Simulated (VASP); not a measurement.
# TeMo5 (F-43m) in VASP: further runs, part 2 of 2

VASP 6.6.1.

## (3) Single point, PBE

This run uses another cell than the first one, of 20.16 Å³/atom, 1.174 times its volume.

Contents of INCAR:

```
  ALGO = Normal
  EDIFF = 1E-6
  ENCUT = 520
  GGA = PE
  ISIF = 2
  ISMEAR = 0
  LASPH = True
  LCHARG = False
  LREAL = False
  LWAVE = False
  NBANDS = 47
  NELM = 80
  PREC = Accurate
  SIGMA = 0.1
```

Contents of KPOINTS:

```
k-points
0
Gamma
  4 4 4
```

Contents of POSCAR:

```
TeMo5
1.0
    0.0000000000      3.9253608700      3.9253608700
    3.9253608700      0.0000000000      3.9253608700
    3.9253608700      3.9253608700      0.0000000000
Te Mo
1 5
Direct
    0.0000000000      0.0000000000      0.0000000000
    0.3750000000      0.3750000000      0.8750000000
    0.3750000000      0.8750000000      0.3750000000
    0.8750000000      0.3750000000      0.3750000000
    0.3750000000      0.3750000000      0.3750000000
    0.7500000000      0.7500000000      0.7500000000
```

Potentials or basis: VASP PAW PBE potentials, release 64 (Te, Mo_sv).

Command:

```
$ cat potpaw_PBE.64/Te/POTCAR potpaw_PBE.64/Mo_sv/POTCAR > POTCAR
$ mpirun -np 1 vasp_std > vasp.out
```

OUTCAR:

```text
EDIFF = 1E-6
   ENCUT = 520
   GGA = PE
   ISIF = 2
   ISMEAR = 0
   LASPH = True
   LREAL = False
   NELM = 80
   PREC = Accurate

 ion  position               nearest neighbor table
   1  0.000  0.000  0.000-   2 3.25   3 3.25   4 3.25   3 3.25   4 3.25   5 3.25   2 3.25   4 3.25
                             2 3.25   3 3.25   5 3.25   5 3.25   6 3.40   6 3.40   6 3.40   6 3.40
   2  0.375  0.375  0.875-   5 2.78   3 2.78   4 2.78   5 2.78   3 2.78   4 2.78   1 3.25   1 3.25
                             6 3.25   6 3.25   1 3.25   6 3.25
   3  0.375  0.875  0.375-   5 2.78   2 2.78   2 2.78   4 2.78   5 2.78   4 2.78   6 3.25   1 3.25
                             1 3.25   6 3.25   1 3.25   6 3.25
   4  0.875  0.375  0.375-   5 2.78   2 2.78   3 2.78   2 2.78   3 2.78   5 2.78   6 3.25   1 3.25
                             6 3.25   1 3.25   6 3.25   1 3.25
   5  0.375  0.375  0.375-   2 2.78   3 2.78   4 2.78   2 2.78   3 2.78   4 2.78   1 3.25   6 3.25
                             1 3.25   6 3.25   1 3.25   6 3.25
   6  0.750  0.750  0.750-   2 3.25   3 3.25   2 3.25   4 3.25   3 3.25   4 3.25   5 3.25   2 3.25
                             3 3.25   4 3.25   5 3.25   5 3.25   1 3.40   1 3.40   1 3.40   1 3.40

  LATTYP: Found a face centered cubic cell.
 ALAT       =     7.8507217400

  Lattice vectors:

 A1 = (   0.0000000000,   3.9253608700,   3.9253608700)
 A2 = (   3.9253608700,   0.0000000000,   3.9253608700)
 A3 = (   3.9253608700,   3.9253608700,   0.0000000000)

Analysis of symmetry for initial positions (statically):
=====================================================================
 Subroutine PRICEL returns:
 Original cell was already a primitive cell.

 Routine SETGRP: Setting up the symmetry group for a
 face centered cubic supercell.

 Subroutine GETGRP returns: Found 24 space group operations
 (whereof 24 operations were pure point group operations)
 out of a pool of 48 trial point group operations.

The static configuration has the point symmetry T_d .

[... 125 lines left out ...]
  Fermi-wavevector in a.u.,A,eV,Ry     =   1.402135  2.649651 26.748810  1.965982
  Thomas-Fermi vector in A             =   2.524927
   LORBIT       =      0    0 simple, 1 ext, 2 COOP (PROOUT), +10 PAW based schemes
   GGA     = PE    functional components
   LHFCALC =     F    Hartree Fock is set to
   AEXX    =    0.0000 exact exchange contribution
   IVDW    =     0    specifies the selected vdW correction
   LEPSILON=     F    determine dielectric tensor
   LRPA    =     F    only Hartree local field effects (RPA)
 non-spin polarized calculation
 Gauss-broadening in eV      SIGMA  =   0.10
  energy-cutoff  :      520.00
  volume of cell :      120.97
 maximum number of plane-waves:      3287
 NGX is ok and might be reduce to    42
   NGX = 21   NGY = 21   NGZ = 21

 number of electron      75.9999998 magnetization

 Free energy of the ion-electron system (eV)
  ---------------------------------------------------
  ext. energy  EPLUGINS =         0.00000000
  ---------------------------------------------------
  free energy    TOTEN  =       -53.27074028 eV

  energy without entropy =      -53.21965885  energy(sigma->0) =      -53.24519956

 E-fermi :   9.8005     XC(G=0): -11.8935

 val. band max:        9.7933869037   @ k =   0.5000   0.5000   0.0000
 cond. band min:       9.8171998654   @ k =   0.5000   0.2500   0.0000
 fundamental gap:      0.0238129617
 Fermi energy:         9.8005222112

 k-point     1 :       0.0000    0.0000    0.0000
  band No.  band energies     occupation
      1     -51.6272      2.00000
      2     -51.3409      2.00000
      3     -51.1587      2.00000
      4     -51.1587      2.00000
      5     -51.1587      2.00000
      6     -26.0906      2.00000
[... 389 lines left out ...]
     46      11.2738      0.00000
     47      11.7826      0.00000

------------------------ aborting loop because EDIFF is reached ----------------------------------------

  FORCE on cell =-STRESS in cart. coord.  units (eV):
  Direction    XX          YY          ZZ          XY          YZ          ZX
  --------------------------------------------------------------------------------------
  -------------------------------------------------------------------------------------
  Total      -15.7928821    -15.7928821    -15.7928821      0.0000000      0.0000000      0.0000000
  in kB     -209.1718378   -209.1718378   -209.1718378      0.0000000      0.0000000      0.0000000
  external PRESSURE =    -209.1718378 kB  Pullay stress =       0.0000000 kB

 VOLUME and BASIS-vectors are now :
 -----------------------------------------------------------------------------
  energy-cutoff  :      520.00
  volume of cell :      120.97
      direct lattice vectors                 reciprocal lattice vectors
     0.000000000  3.925360870  3.925360870    -0.127376824  0.127376824  0.127376824
     3.925360870  0.000000000  3.925360870     0.127376824 -0.127376824  0.127376824
     3.925360870  3.925360870  0.000000000     0.127376824  0.127376824 -0.127376824

 POSITION                                       TOTAL-FORCE (eV/Angst)
 -----------------------------------------------------------------------------------
      0.00000      0.00000      0.00000        -0.000000     -0.000000     -0.000000
      4.90670      4.90670      2.94402         0.001171      0.001171     -0.001171
      4.90670      2.94402      4.90670         0.001171     -0.001171      0.001171
      2.94402      4.90670      4.90670        -0.001171      0.001171      0.001171
      2.94402      2.94402      2.94402        -0.001171     -0.001171     -0.001171
      5.88804      5.88804      5.88804        -0.000000     -0.000000     -0.000000
 -----------------------------------------------------------------------------------
    total drift:                                0.000000      0.000000      0.000000

  FREE ENERGIE OF THE ION-ELECTRON SYSTEM (eV)
  ---------------------------------------------------
  free  energy   TOTEN  =       -53.2707402761 eV

  energy  without entropy=      -53.2196588515  energy(sigma->0) =      -53.24519956
```

Wall time 45 s (1 thread of Intel Xeon Platinum 8488C (Sapphire Rapids), shared host); peak memory 0.26 GiB.

What came out:

* Free energy: -53.2707 eV
* Pressure: -20.9 GPa
* Band gap on the k mesh: zero (band 38 reaches 10.44 eV, above the bottom of band 39 at 9.60 eV)

Caveat: spin-orbit coupling is left out, which moves the levels of the heavy elements.
